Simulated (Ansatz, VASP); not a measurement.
Mg in VASP and in Ansatz

File INCAR:

```
SYSTEM = Mg
ALGO     = Normal         ! electronic algorithm
EDIFF    = 1E-7           ! SCF threshold, eV
EDIFFG   = -0.005         ! ionic threshold
ENCUT    = 600            ! plane-wave cutoff, eV
GGA      = PE             ! functional
IBRION   = 2              ! ionic algorithm
ISIF     = 3              ! what is computed and relaxed
ISMEAR   = -1             ! smearing method
LASPH    = .TRUE.         ! aspherical terms in the spheres
LCHARG   = .FALSE.        ! write CHGCAR
LREAL    = .FALSE.        ! projectors in reciprocal space
LWAVE    = .FALSE.        ! write WAVECAR
NELM     = 60             ! most SCF steps
NSW      = 60             ! ionic steps
PREC     = Accurate       ! precision mode
SIGMA    = 0.05           ! smearing width, eV
```

Contents of KPOINTS:

```
k-points
0
G
  8 8 5
  0 0 0
```

Contents of POSCAR:

```
Mg
1.0
    4.2097169729      0.0000000000      0.0000000000
   -2.1048584865      3.6457218413      0.0000000000
    0.0000000000      0.0000000000      5.9777981016
Mg
4
Direct
    0.0000000000      0.0000000000      0.0000000000
    0.0000000000      0.0000000000      0.5000000000
    0.3333333333      0.6666666667      0.2500000000
    0.6666666667      0.3333333333      0.7500000000
```

Input for Ansatz:

```yaml
crystal:
  lattice:
    - [4.2097169729, 0.0, 0.0]
    - [-2.1048584865, 3.6457218413, 0.0]
    - [0.0, 0.0, 5.9777981016]
  atoms:
    - { symbol: Mg, position: [0.0, 0.0, 0.0] }
    - { symbol: Mg, position: [0.0, 0.0, 0.5] }
    - { symbol: Mg, position: [0.3333333333, 0.6666666667, 0.25] }
    - { symbol: Mg, position: [0.6666666667, 0.3333333333, 0.75] }
kpoints:
  mp_grid: { grid: [8, 8, 5] }
scf:
  occupations: { method: fermi_dirac, width: 0.05 }
hamiltonian:
  xc: pbe
  pseudopotentials: { kind: paw }
output:
  forces: true
  stress: true
  write_density: true
  write_potential: true
  elf: true
  volumetric_format: npy
relax:
  f_tol: 0.005
  max_steps: 40
  cell: {}
```

Alike in both runs: task relaxation of cell and atoms; functional PBE; k mesh 8 × 8 × 5; occupations fermi-dirac, width 0.05 eV; no spin polarisation.

|  | VASP | Ansatz |
| --- | --- | --- |
| version | VASP 6.6.1 | Ansatz 0.2.0 |
| potentials or method | VASP PAW PBE potentials, release 64 (Mg) | PAW with Ansatz's default frozen-core files, scalar-relativistic |
| plane-wave cutoff (eV) | 600 | 420 |
| valence electrons in the cell | 8 | 40 |

|  | VASP | Ansatz | Ansatz less VASP |
| --- | --- | --- | --- |
| relaxed volume (Å³/atom) | 28.05 | 28.12 | +0.078 |
| relaxed cell length with the largest relative difference (Å) | 5.900 | 5.908 | +0.0074 |

VASP's potentials hold 8 valence electrons a cell and Ansatz's 40, so a difference there can come from the potentials and not from the codes.

Noted on VASP's run: the volume moved by over 15 % at a fixed basis, so the end points are rough.
